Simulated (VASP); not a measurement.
# K2Nb2O (P6/mmm) in VASP: a series of runs

K2Nb2O is run at these levels: PBE; tasks: single point.

Everything below comes from runs of VASP 6.6.1. Logs are shortened: lines on timing, memory, paths and dates and some standing lists are left out, and cuts for length are marked.

## 1. The cell of the first run

Symmetry: P6/mmm, No. 191, hexagonal system. Conventional cell: a = 4.522 Å, b = 4.522 Å, c = 7.957 Å, α = 90.00°, β = 90.00°, γ = 120.00°. K (site symmetry 6mm) has 1 O at 2.50 Å and 1 K at 2.96 Å within 3.3 Å. Nb (site symmetry -6m2) has 3 Nb at 2.61 Å and 3 O at 2.61 Å within 3.4 Å. O (site symmetry 6/mmm) has 2 K at 2.50 Å and 6 Nb at 2.61 Å within 3.3 Å.

## 2. Single point, PBE

Contents of INCAR:

```
  PREC = Accurate
  ENCUT = 520
  EDIFF = 1E-6
  ISMEAR = 0
  SIGMA = 0.1
  LREAL = F
  LASPH = T
  NELM = 80
  ALGO = Normal
  ISIF = 2
  LWAVE = F
  LCHARG = F
  GGA = PE
  NBANDS = 33
```

Contents of KPOINTS:

```
Automatic mesh
0
Gamma
  6 6 2
```

Contents of POSCAR:

```
K2Nb2O
1.0
    4.5219239100      0.0000000000      0.0000000000
   -2.2609619600      3.9161009800      0.0000000000
    0.0000000000      0.0000000000      7.9565783600
K Nb O
2 2 1
Direct
    0.0000000000      0.0000000000      0.6861934400
    0.0000000000      0.0000000000      0.3138065600
    0.3333333300      0.6666666700      0.0000000000
    0.6666666700      0.3333333300      0.0000000000
    0.0000000000      0.0000000000      0.0000000000
```

Potentials or basis: VASP PAW PBE potentials, release 64 (K_sv, Nb_sv, O).

Launch:

```
> cat potpaw_PBE.64/K_sv/POTCAR potpaw_PBE.64/Nb_sv/POTCAR potpaw_PBE.64/O/POTCAR > POTCAR
> mpirun -np 1 vasp_std > vasp.out
```

OUTCAR:

```text
PREC = Accurate
   ENCUT = 520
   EDIFF = 1E-6
   ISMEAR = 0
   LREAL = F
   LASPH = T
   NELM = 80
   ISIF = 2
   GGA = PE

 ion  position               nearest neighbor table
   1  0.000  0.000  0.686-   5 2.50   2 2.96
   2  0.000  0.000  0.314-   5 2.50   1 2.96
   3  0.333  0.667  0.000-   4 2.61   4 2.61   4 2.61
   4  0.667  0.333  0.000-   3 2.61   3 2.61   3 2.61
   5  0.000  0.000  0.000-   1 2.50   2 2.50

  LATTYP: Found a hexagonal cell.
 ALAT       =     4.5219239100
 C/A-ratio  =     1.7595560028

  Lattice vectors:

 A1 = (   4.5219239100,   0.0000000000,   0.0000000000)
 A2 = (  -2.2609619600,   3.9161009800,   0.0000000000)
 A3 = (   0.0000000000,   0.0000000000,   7.9565783600)

Analysis of symmetry for initial positions (statically):
=====================================================================
 Subroutine PRICEL returns:
 Original cell was already a primitive cell.

 Routine SETGRP: Setting up the symmetry group for a
 hexagonal supercell.

 Subroutine GETGRP returns: Found 24 space group operations
 (whereof 24 operations were pure point group operations)
 out of a pool of 24 trial point group operations.

The static configuration has the point symmetry D_6h.

Analysis of symmetry for dynamics (positions and initial velocities):
=====================================================================
 Subroutine PRICEL returns:
 Original cell was already a primitive cell.

 Routine SETGRP: Setting up the symmetry group for a
 hexagonal supercell.

 Subroutine GETGRP returns: Found 24 space group operations
 (whereof 24 operations were pure point group operations)
 out of a pool of 24 trial point group operations.

The dynamic configuration has the point symmetry D_6h.

 Subroutine INISYM returns: Found 24 space group operations
 (whereof 24 operations are pure point group operations),
 and found     1 'primitive' translations

----------------------------------------------------------------------------------------

                                     Primitive cell

  volume of cell :     140.8976

  direct lattice vectors                    reciprocal lattice vectors
     4.521923910  0.000000000  0.000000000     0.221144809  0.127678015  0.000000000
    -2.260961960  3.916100980  0.000000000     0.000000000  0.255356030  0.000000000
     0.000000000  0.000000000  7.956578360     0.000000000  0.000000000  0.125682166

  length of vectors
     4.521923910  4.521923912  7.956578360     0.255356030  0.255356030  0.125682166

  position of ions in fractional coordinates (direct lattice)
     0.000000000  0.000000000  0.686193440
     0.000000000  0.000000000  0.313806560
     0.333333330  0.666666670  0.000000000
     0.666666670  0.333333330  0.000000000
     0.000000000  0.000000000  0.000000000

  ion indices of the primitive-cell ions
   primitive index   ion index
                 1           1
                 2           2
                 3           3
                 4           4
                 5           5

----------------------------------------------------------------------------------------

 KPOINTS: Automatic mesh

Automatic generation of k-mesh.
 Grid dimensions read from file:
 generate k-points for:    6    6    2

 Generating k-lattice:

  Cartesian coordinates                     Fractional coordinates (reciprocal lattice)
     0.036857468  0.021279669  0.000000000     0.166666667  0.000000000  0.000000000
     0.000000000  0.042559338  0.000000000     0.000000000  0.166666667  0.000000000
     0.000000000  0.000000000  0.062841083     0.000000000  0.000000000  0.500000000

  Length of vectors
     0.042559338  0.042559338  0.062841083

  Shift w.r.t. Gamma in fractional coordinates (k-lattice)
     0.000000000  0.000000000  0.000000000

 Subroutine IBZKPT returns following result:
 ===========================================

 Found     14 irreducible k-points:

 Following reciprocal coordinates:
            Coordinates               Weight
  0.000000  0.000000  0.000000      1.000000
  0.166667  0.000000  0.000000      6.000000
  0.333333  0.000000  0.000000      6.000000
  0.500000 -0.000000  0.000000      3.000000
  0.166667  0.166667  0.000000      6.000000
  0.333333  0.166667  0.000000     12.000000
  0.333333  0.333333  0.000000      2.000000
  0.000000  0.000000  0.500000      1.000000
  0.166667  0.000000  0.500000      6.000000
  0.333333  0.000000  0.500000      6.000000
  0.500000 -0.000000  0.500000      3.000000
  0.166667  0.166667  0.500000      6.000000
  0.333333  0.166667  0.500000     12.000000
  0.333333  0.333333  0.500000      2.000000
   k-points           NKPTS =     14   k-points in BZ     NKDIM =     14   number of bands    NBANDS=     33
   number of dos      NEDOS =    301   number of ions     NIONS =      5
   total plane-waves  NPLWV =  77760
   dimension x,y,z NGX =    36 NGY =   36 NGZ =   60
   dimension x,y,z NGXF=    72 NGYF=   72 NGZF=  120
   ions per type =               2   2   1
   NGX,Y,Z   is equivalent  to a cutoff of  13.24, 13.24, 12.54 a.u.
   NGXF,Y,Z  is equivalent  to a cutoff of  26.47, 26.47, 25.07 a.u.
 SYSTEM =  unknown system
   PREC   = accura    normal or accurate (medium, high low for compatibility)
   ISTART =      0    job   : 0-new  1-cont  2-samecut
   ICHARG =      2    charge: 1-file 2-atom 10-const
   ISPIN  =      1    spin polarized calculation?
   LNONCOLLINEAR =      F non collinear calculations
   LSORBIT =      F    spin-orbit coupling
   LASPH  =      T    aspherical Exc in radial PAW
   ENCUT  =  520.0 eV  38.22 Ry    6.18 a.u.   8.41  8.41 14.79*2*pi/ulx,y,z
   NELM   =     80;   NELMIN=  2; NELMDL= -5     # of ELM steps
   EDIFF  = 0.1E-05   stopping-criterion for ELM
   LREAL  =      F    real-space projection
   EDIFFG = 0.1E-04   stopping-criterion for IOM
   NSW    =      0    number of steps for IOM
   IBRION =     -1    ionic relax: 0-MD 1-quasi-New 2-CG
   NFREE  =      0    steps in history (QN), initial steepest desc. (CG)
   ISIF   =      2    stress and relaxation
   ISYM   =      2    0-nonsym 1-usesym 2-fastsym
   POTIM  = 0.5000    time-step for ionic-motion
   TEBEG  =    0.0;   TEEND  =   0.0 temperature during run
   PSTRESS=    0.0 pullay stress
   NELECT =      50.0000    total number of electrons
   NUPDOWN=      -1.0000    fix difference up-down
   EMIN   =  10.00;   EMAX   =-10.00  energy-range for DOS
   EFERMI =   0.00;   METHOD = LEGACY
   ISMEAR =     0;   SIGMA  =   0.10  broadening in eV -4-tet -1-fermi 0-gaus
   EFERMI_NEDOS =   21; number of points for ismear=-14 and -15
   IALGO  =     38    algorithm
   IMIX   =      4    mixing-type and parameters
     AMIX     =   0.40;   BMIX     =  1.00
     AMIX_MAG =   1.60;   BMIX_MAG =  1.00
  volume/ion in A,a.u.               =      28.18       190.16
  Fermi-wavevector in a.u.,A,eV,Ry     =   1.159036  2.190261 18.277590  1.343365
  Thomas-Fermi vector in A             =   2.295633
   LORBIT       =      0    0 simple, 1 ext, 2 COOP (PROOUT), +10 PAW based schemes
   GGA     = PE    functional components
   LHFCALC =     F    Hartree Fock is set to
   AEXX    =    0.0000 exact exchange contribution
   IVDW    =     0    specifies the selected vdW correction
   LEPSILON=     F    determine dielectric tensor
   LRPA    =     F    only Hartree local field effects (RPA)
 non-spin polarized calculation
 Gauss-broadening in eV      SIGMA  =   0.10
  energy-cutoff  :      520.00
  volume of cell :      140.90
 maximum number of plane-waves:      3851
 NGX is ok and might be reduce to    36
   NGX = 17   NGY = 17   NGZ = 29

 number of electron      50.0000004 magnetization

 Free energy of the ion-electron system (eV)
  ---------------------------------------------------
  ext. energy  EPLUGINS =         0.00000000
  ---------------------------------------------------
  free energy    TOTEN  =       -24.68368064 eV

  energy without entropy =      -24.65695536  energy(sigma->0) =      -24.67031800

 E-fermi :   3.2559     XC(G=0):  -8.4846

 val. band max:        3.1663355854   @ k =   0.1667   0.1667   0.5000
 cond. band min:       3.2622136222   @ k =   0.5000  -0.0000   0.0000
 fundamental gap:      0.0958780368
 Fermi energy:         3.2558850285

 k-point     1 :       0.0000    0.0000    0.0000
  band No.  band energies     occupation
      1     -51.3585      2.00000
      2     -50.9418      2.00000
      3     -27.9199      2.00000
      4     -27.9199      2.00000
      5     -27.7563      2.00000
      6     -27.6319      2.00000
[... 25 lines left out ...]
     32       6.6347      0.00000
     33       6.6347      0.00000

 k-point     2 :       0.1667    0.0000    0.0000
  band No.  band energies     occupation
      1     -51.3346      2.00000
      2     -50.9671      2.00000
      3     -27.9503      2.00000
      4     -27.8633      2.00000
      5     -27.7547      2.00000
      6     -27.6252      2.00000
[... 25 lines left out ...]
     32       6.3389      0.00000
     33       6.7749      0.00000

 k-point     3 :       0.3333    0.0000    0.0000
  band No.  band energies     occupation
      1     -51.2726      2.00000
      2     -51.0321      2.00000
      3     -28.0068      2.00000
      4     -27.7745      2.00000
      5     -27.7062      2.00000
      6     -27.6134      2.00000
[... 25 lines left out ...]
     32       6.3369      0.00000
     33       6.8330      0.00000

 k-point     4 :       0.5000   -0.0000    0.0000
  band No.  band energies     occupation
      1     -51.2225      2.00000
      2     -51.0837      2.00000
      3     -28.0331      2.00000
      4     -27.7685      2.00000
      5     -27.6244      2.00000
      6     -27.6084      2.00000
[... 313 lines left out ...]
     32       6.6594      0.00000
     33       6.6867      0.00000

 k-point    13 :       0.3333    0.1667    0.5000
  band No.  band energies     occupation
      1     -51.2225      2.00000
      2     -51.0837      2.00000
      3     -28.0675      2.00000
      4     -27.7503      2.00000
      5     -27.6177      2.00000
      6     -27.5571      2.00000
[... 25 lines left out ...]
     32       6.7712      0.00000
     33       7.4555      0.00000

 k-point    14 :       0.3333    0.3333    0.5000
  band No.  band energies     occupation
      1     -51.1535      2.00000
      2     -51.1535      2.00000
      3     -28.1079      2.00000
      4     -27.7488      2.00000
      5     -27.6035      2.00000
      6     -27.3016      2.00000
[... 25 lines left out ...]
     32       7.4098      0.00000
     33       7.5051      0.00000

------------------------ aborting loop because EDIFF is reached ----------------------------------------

  FORCE on cell =-STRESS in cart. coord.  units (eV):
  Direction    XX          YY          ZZ          XY          YZ          ZX
  --------------------------------------------------------------------------------------
  -------------------------------------------------------------------------------------
  Total       -3.1696664     -3.1696664      3.8414381      0.0000000      0.0000000      0.0000000
  in kB      -36.0429778    -36.0429778     43.6818425      0.0000000      0.0000000      0.0000000
  external PRESSURE =      -9.4680377 kB  Pullay stress =       0.0000000 kB

 VOLUME and BASIS-vectors are now :
 -----------------------------------------------------------------------------
  energy-cutoff  :      520.00
  volume of cell :      140.90
      direct lattice vectors                 reciprocal lattice vectors
     4.521923910  0.000000000  0.000000000     0.221144809  0.127678015  0.000000000
    -2.260961960  3.916100980  0.000000000     0.000000000  0.255356030  0.000000000
     0.000000000  0.000000000  7.956578360     0.000000000  0.000000000  0.125682166

 POSITION                                       TOTAL-FORCE (eV/Angst)
 -----------------------------------------------------------------------------------
      0.00000      0.00000      5.45975        -0.000000      0.000000      0.159388
      0.00000      0.00000      2.49683        -0.000000      0.000000     -0.159388
     -0.00000      2.61073      0.00000         0.000000     -0.000000      0.000000
      2.26096      1.30537      0.00000        -0.000000      0.000000     -0.000000
      0.00000      0.00000      0.00000        -0.000000      0.000000      0.000000
 -----------------------------------------------------------------------------------
    total drift:                                0.000000     -0.000000     -0.000000

  FREE ENERGIE OF THE ION-ELECTRON SYSTEM (eV)
  ---------------------------------------------------
  free  energy   TOTEN  =       -24.6836806375 eV

  energy  without entropy=      -24.6569553591  energy(sigma->0) =      -24.67031800
```

Run time: 95 s. Hardware: 1 thread of Intel Xeon Platinum 8259CL at 2.50GHz (Skylake/Cascade Lake), shared host; peak memory 0.29 GiB.

Results:

| Property | Result |
| --- | --- |
| Free energy | -24.6837 eV |
| Pressure | -0.9 GPa |
| Largest force | 0.159 eV/Å |
| Band gap on the k mesh | zero (band 25 reaches 3.69 eV, above the bottom of band 26 at 3.10 eV) |

Forces on the atoms (eV/Å):
```
K    0.000  0.000  0.159
K    0.000  0.000 -0.159
Nb   0.000  0.000  0.000
Nb   0.000  0.000  0.000
O    0.000  0.000  0.000
```

Stress tensor (GPa, compression positive):
```
-3.60  0.00  0.00
 0.00 -3.60  0.00
 0.00  0.00  4.37
```

Levels at points of the mesh, in eV from the Fermi level:
```tsv
k point	band 21	band 22	band 23	band 24	band 25	band 26	band 27	band 28	band 29	band 30
(0.00, 0.00, 0.00)	-2.47	-0.70	-0.66	-0.66	0.29	0.70	0.70	1.08	2.24	2.24
(0.50, 0.00, 0.00)	-1.49	-1.16	-0.41	-0.14	0.01	0.01	0.47	1.25	1.75	2.64
(0.00, 0.00, 0.50)	-2.00	-1.11	-0.67	-0.67	-0.62	0.70	0.70	2.19	2.19	2.29
(0.50, 0.00, 0.50)	-1.49	-1.17	-0.27	-0.14	-0.10	0.32	0.40	1.28	1.50	1.89
```

Caveat: the k points lie up to 0.39 Å⁻¹ apart.

(Continued in part 2 of 2.)
